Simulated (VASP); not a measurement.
## SiC: single point with PBE

SiC:

```
Si C
1.0
     2.84659    0.00000    0.00000
    -1.42330    2.46522    0.00000
     0.00000    0.00000   10.12934
Si C
4 4
Direct
  0.66667 0.33333 0.93784
  0.33333 0.66667 0.43784
  0.00000 0.00000 0.68790
  0.00000 0.00000 0.18790
  0.66667 0.33333 0.74981
  0.33333 0.66667 0.24981
  0.00000 0.00000 0.50045
  0.00000 0.00000 0.00045
```

This cell differs from its parent crystal: strain -0.080 along x and y, +0.000 along z.

```yaml
Program: VASP 6.6.1
Task: single point
Functional: PBE
Potentials_or_basis: VASP PAW PBE potentials, release 64 (Si, C)
Cutoff: 520 eV
k_mesh: 12 × 12 × 4
Occupations: gaussian, width 0.05 eV
Spin: no spin polarisation
Dipole_correction: no
Further_INCAR_settings: ALGO = Normal; EDIFF = 1e-06; NBANDS = 26
```

```json
{
  "Pressure": "51.9 GPa",
  "Largest force": "1.397 eV/Å",
  "Band gap on the k mesh": "1.68 eV, indirect (least direct gap 3.11 eV)"
}
```

Forces in eV/Å, atoms in the order of the input:
```
Si   0.000  0.000 -1.323
Si   0.000  0.000 -1.323
Si   0.000  0.000 -1.380
Si   0.000  0.000 -1.380
C    0.000  0.000  1.397
C    0.000  0.000  1.397
C    0.000  0.000  1.305
C    0.000  0.000  1.305
```

Stress tensor (GPa, compression positive):
```
73.52  0.00  0.00
 0.00 73.52  0.00
 0.00  0.00  8.62
```

Levels at points of the mesh, in eV from the valence-band top:
| k point | band 13 | band 14 | band 15 | band 16 | band 17 | band 18 | band 19 | band 20 |
| --- | --- | --- | --- | --- | --- | --- | --- | --- |
| (0.00, 0.00, 0.00) | -0.42 | -0.42 | 0.00 | 0.00 | 5.39 | 7.68 | 7.84 | 8.30 |
| (0.50, 0.00, 0.00) | -2.48 | -2.47 | -2.17 | -1.43 | 1.68 | 2.45 | 4.80 | 4.99 |
| (0.00, 0.00, 0.50) | -0.14 | -0.14 | -0.14 | -0.14 | 6.86 | 6.86 | 7.83 | 7.83 |
| (0.50, 0.00, 0.50) | -3.04 | -3.04 | -1.78 | -1.78 | 2.50 | 2.50 | 4.35 | 4.35 |

It took 69 s on 1 thread of AMD EPYC 9R45 96-Core Processor (Zen 5), with other jobs on the host, peak memory 0.2 GiB.

Caveat: the cell differs from its parent crystal (strain -0.080 along x and y, +0.000 along z); forces of over 1 eV/Å act on the atoms, so gaps and moduli don't describe the material at rest. A k mesh can miss the band edges.
